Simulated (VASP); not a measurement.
The system is MgTe4.

```
CELL_PARAMETERS angstrom
5.44636 0.00000 0.00000
0.00000 5.44636 0.00000
0.00000 0.00000 5.44636
ATOMIC_POSITIONS crystal
Mg 0.00000 0.00000 0.00000
Te 0.28986 0.71014 0.71014
Te 0.71014 0.28986 0.71014
Te 0.71014 0.71014 0.28986
Te 0.28986 0.28986 0.28986
```

- Program: VASP 6.6.1
- Task: relaxation of cell and atoms
- Functional: PBE
- Potentials or basis: VASP PAW PBE potentials, release 64 (Mg, Te)
- Cutoff: 600 eV
- k mesh: 8 × 8 × 8
- Occupations: gaussian, width 0.1 eV
- Spin: no spin polarisation

At the start: pressure 0.1 GPa; volume 32.31 Å³/atom.

How do energy, volume and symmetry change on relaxing?

Over 4 steps the energy falls by 4.3 meV/atom and the volume is 32.58 Å³/atom (+0.8 %); space group P-43m (No. 215, to 0.05 Å).

Step by step:
```
step  energy change (eV)  largest force (eV/Å)  pressure (GPa)  volume (Å³)
   1              0.0000                0.2760            0.10       161.55
   2             -0.0125                0.1833            0.04       162.04
   3             -0.0216                0.0117           -0.01       162.98
   4             -0.0216                0.0019           -0.01       162.92
```

Final structure:
```cif
data_structure
_symmetry_space_group_name_H-M 'P 1'
_symmetry_Int_Tables_number 1
_cell_length_a 5.4617
_cell_length_b 5.4617
_cell_length_c 5.4617
_cell_angle_alpha 90.000
_cell_angle_beta 90.000
_cell_angle_gamma 90.000
_cell_volume 162.92
loop_
_atom_site_label
_atom_site_type_symbol
_atom_site_fract_x
_atom_site_fract_y
_atom_site_fract_z
_atom_site_occupancy
Mg1 Mg 0.00000 0.00000 0.00000 1
Te1 Te 0.29380 0.70620 0.70620 1
Te2 Te 0.70620 0.29380 0.70620 1
Te3 Te 0.70620 0.70620 0.29380 1
Te4 Te 0.29380 0.29380 0.29380 1
```
